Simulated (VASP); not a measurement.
A run of VASP 6.6.1 is set up as follows.

INCAR

```
SYSTEM = HgTe
PREC = Accurate ; ENCUT = 520
EDIFF = 1E-6 ; ISMEAR = 0
SIGMA = 0.05 ; LREAL = .False.
LASPH = .True. ; NELM = 150
ALGO = Fast ; ISIF = 2
LWAVE = .False. ; LCHARG = .False.
LNONCOLLINEAR = .True. ; MAGMOM = 0 0 0 0 0 0
LORBIT = 11 ; LSORBIT = .True.
GGA_COMPAT = .False. ; LORBMOM = .True.
GGA = PE ; NBANDS = 30
```

Contents of KPOINTS:

```
regular mesh
0
Gamma
  10 10 10
  0 0 0
```

The input POSCAR:

```
HgTe
1.0
    0.0000000000      3.3364986586      3.3364986586
    3.3364986586      0.0000000000      3.3364986586
    3.3364986586      3.3364986586      0.0000000000
Hg Te
1 1
Direct
    0.0000000000      0.0000000000      0.0000000000
    0.2500000000      0.2500000000      0.2500000000
```

Potentials or basis: VASP PAW PBE potentials, release 64 (Hg, Te).

Launch:

```bash
$ cat potpaw_PBE.64/Hg/POTCAR potpaw_PBE.64/Te/POTCAR > POTCAR
$ mpirun -np 1 vasp_ncl > vasp.out
```

Question: What does it give for the pressure?

Answer: -0.5 GPa.

Question: Predict the net moment.

Answer: 0.00 μB per cell.

Moments on the atoms (μB; x, y, z):
```
Hg  0.00 0.00 0.00
Te  0.00 0.00 0.00
```
